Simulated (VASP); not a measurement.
SnTe: single point with PBE

The system is SnTe.

```xyz
2
Lattice="3.9047 0.0000 0.0000 0.0000 3.9047 0.0000 0.0000 0.0000 3.9047" Properties=species:S:1:pos:R:3 pbc="T T T"
Te    1.9524    1.9524    1.9524
Sn    0.0000    0.0000    0.0000
```

* Program: VASP 6.6.1
* Task: single point
* Functional: PBE
* Potentials or basis: VASP PAW PBE potentials, release 64 (Te, Sn_d)
* Cutoff: 520 eV
* k mesh: 7 × 7 × 7
* Occupations: gaussian, width 0.022 eV
* Spin: no spin polarisation

| Item | Value |
| --- | --- |
| Pressure | -1.1 GPa |
| Band gap on the k mesh | zero (band 10 reaches 7.21 eV, above the bottom of band 11 at 6.18 eV) |

Levels at points of the mesh, in eV from the Fermi level:
| k point | band 6 | band 7 | band 8 | band 9 | band 10 | band 11 | band 12 | band 13 | band 14 | band 15 |
| --- | --- | --- | --- | --- | --- | --- | --- | --- | --- | --- |
| (0.00, 0.00, 0.00) | -12.27 | -5.24 | -1.67 | -1.67 | -1.67 | 3.66 | 3.66 | 5.42 | 5.42 | 5.42 |

Wall time 26 s on 1 thread of Intel(R) Xeon(R) Platinum 8259CL CPU @ 2.50GHz (Skylake/Cascade Lake), on a shared host, peak memory 0.17 GiB.

Caveat: spin-orbit coupling is left out, which moves the levels of the heavy elements.
